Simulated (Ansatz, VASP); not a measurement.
# BaTiO3: VASP beside Ansatz

```
Ba Ti O
1.0
     4.00600    0.00000    0.00000
     0.00000    4.00600    0.00000
     0.00000    0.00000    4.00600
Ba Ti O
1 1 3
Direct
  0.50000 0.50000 0.50000
  0.00000 0.00000 0.00000
  0.00000 0.00000 0.50000
  0.00000 0.50000 0.00000
  0.50000 0.00000 0.00000
```

Alike in both runs: functional HSE06; k mesh 4 × 4 × 4; no spin polarisation.

```csv
,VASP,Ansatz
version,VASP 6.6.1,Ansatz 0.2.0
potentials or method,"VASP PAW PBE potentials, release 64 (Ba_sv, Ti_sv, O)",Ansatz PAW
plane-wave cutoff (eV),520,420
occupations,"gaussian, width 0.01 eV",fixed
valence electrons in the cell,40,40
task,single point,band structure
```

|  | VASP | Ansatz | Ansatz less VASP |
| --- | --- | --- | --- |
| gap on the k mesh at the Fermi level (eV) | 3.12 | 3.18 | +0.064 |
| least direct gap on the mesh (eV) | 3.24 | 3.27 | +0.033 |
| pressure (GPa) | -2.2 | -3.8 | -1.67 |

Spin-orbit coupling is off throughout.
